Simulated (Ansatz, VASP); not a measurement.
TePb: VASP beside Ansatz

```
Pb Te
1.0
     3.28357    3.28357    0.00000
    -3.28357    3.28357    0.00000
     0.00000    0.00000    6.56714
Pb Te
2 2
Direct
  0.00000 0.00000 0.00000
  0.50000 0.50000 0.50000
  0.50000 0.50000 0.00000
  0.00000 0.00000 0.50000
```

Alike in both runs: task single point; functional PBE; k mesh 6 × 6 × 4; occupations fermi-dirac, width 0.02 eV; no spin polarisation.

|  | VASP | Ansatz |
| --- | --- | --- |
| version | VASP 6.6.1 | Ansatz 0.2.0 |
| potentials or method | VASP PAW PBE potentials, release 64 (Pb_d, Te), cutoff 520 eV | all-electron LAPW, scalar-relativistic |

Ansatz gave:

* gap on the k mesh at the Fermi level (eV): 0.82

Q: What did VASP give for the same quantities?

A: gap on the k mesh at the Fermi level (eV): 0.83.

Ansatz ran all-electron here, and VASP with PAW potentials.

Spin-orbit coupling is off throughout.
